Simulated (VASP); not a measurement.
Input of a VASP 6.6.1 run:

The input POSCAR:

```
GaAs
1.0
    0.0000000000      2.8078772807      2.8078772807
    2.8078772807      0.0000000000      2.8078772807
    2.8078772807      2.8078772807      0.0000000000
As Ga
1 1
Direct
    0.7500000000      0.7500000000      0.7500000000
    0.0000000000      0.0000000000      0.0000000000
```

The input INCAR.step1:

```
PREC = Accurate
ENCUT = 520
ISMEAR = -1
SIGMA = 0.05
LREAL = F
LASPH = T
NELM = 150
MAGMOM = 0 0 0 0 0 0
LSORBIT = T
GGA_COMPAT = F
NBANDS = 30
GGA = PE
ALGO = Normal
EDIFF = 1E-4
LWAVE = T
LCHARG = F
```

The input INCAR.step2:

```
PREC = Accurate
ENCUT = 520
EDIFF = 1E-6
ISMEAR = -1
SIGMA = 0.05
LREAL = F
LASPH = T
NELM = 150
ALGO = Normal
ISIF = 2
LWAVE = F
LCHARG = T
MAGMOM = 0 0 0 0 0 0
LORBIT = 11
LSORBIT = T
GGA_COMPAT = F
LORBMOM = T
METAGGA = R2SCAN
LMIXTAU = T
LVHAR = T
NBANDS = 30
ISTART = 1
```

The input KPOINTS:

```
regular mesh
0
Gamma
  8 8 8
```

Potentials or basis: VASP PAW PBE potentials, release 64 (As, Ga_d).

The run is started by

```console
$ cat potpaw_PBE.64/As/POTCAR potpaw_PBE.64/Ga_d/POTCAR > POTCAR
$ cp INCAR.step1 INCAR
$ mpirun -np 1 vasp_ncl > vasp.out
$ cp INCAR.step2 INCAR
$ mpirun -np 1 vasp_ncl > vasp.out
```

(1) What does it give for the net moment?

(2) Predict the pressure.

## Answers

(1) 0.00 μB per cell.

(2) 2.2 GPa.

Caveat: the PAW data sets were made with another functional, which shifts forces and pressure a little.
